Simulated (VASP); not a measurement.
Write the native input for VASP 6.6.1 that does the following.

- Task: single point
- Functional: RPBE
- Dispersion: D4
- Potentials or basis: VASP PAW PBE potentials, release 64 (Ga_d, N)
- Cutoff: 520 eV
- k mesh: 10 × 10 × 10
- Occupations: gaussian, width 0.05 eV
- Spin: no spin polarisation
- Dipole correction: no
- Further INCAR settings: ALGO = Normal; EDIFF = 1e-06; NBANDS = 16

The structure of GaN lies in POSCAR:

```
GaN
1.0
    0.0000000000      2.0692100263      2.0692100263
    2.0692100263      0.0000000000      2.0692100263
    2.0692100263      2.0692100263      0.0000000000
Ga N
1 1
Direct
    0.5000000000      0.5000000000      0.5000000000
    0.0000000000      0.0000000000      0.0000000000
```

These files were run (other wordings do the same):

INCAR

```
ALGO = Normal ; EDIFF = 1E-6
ENCUT = 520 ; GGA = RP
ISIF = 2 ; ISMEAR = 0
IVDW = 13 ; LASPH = T
LCHARG = F ; LREAL = F
LWAVE = F ; NBANDS = 16
NELM = 100 ; PREC = Accurate
SIGMA = 0.05
```

KPOINTS

```
k-points
0
Gamma
  10 10 10
```

Potentials or basis: VASP PAW PBE potentials, release 64 (Ga_d, N).

Command:

```sh
$ cat potpaw_PBE.64/Ga_d/POTCAR potpaw_PBE.64/N/POTCAR > POTCAR
$ mpirun -np 1 vasp_std > vasp.out
```

Results of the run:

```
Pressure                   : 11.6 GPa
Band gap on the k mesh     : 1.13 eV, indirect (least direct gap 3.59 eV)
Dispersion energy per atom : -1.013 eV
```

Caveat: the PAW data sets were made with another functional, which shifts forces and pressure a little.

Wall time 26 s on 1 thread of Intel(R) Xeon(R) Platinum 8488C (Sapphire Rapids), on a shared host, peak memory 0.14 GiB.
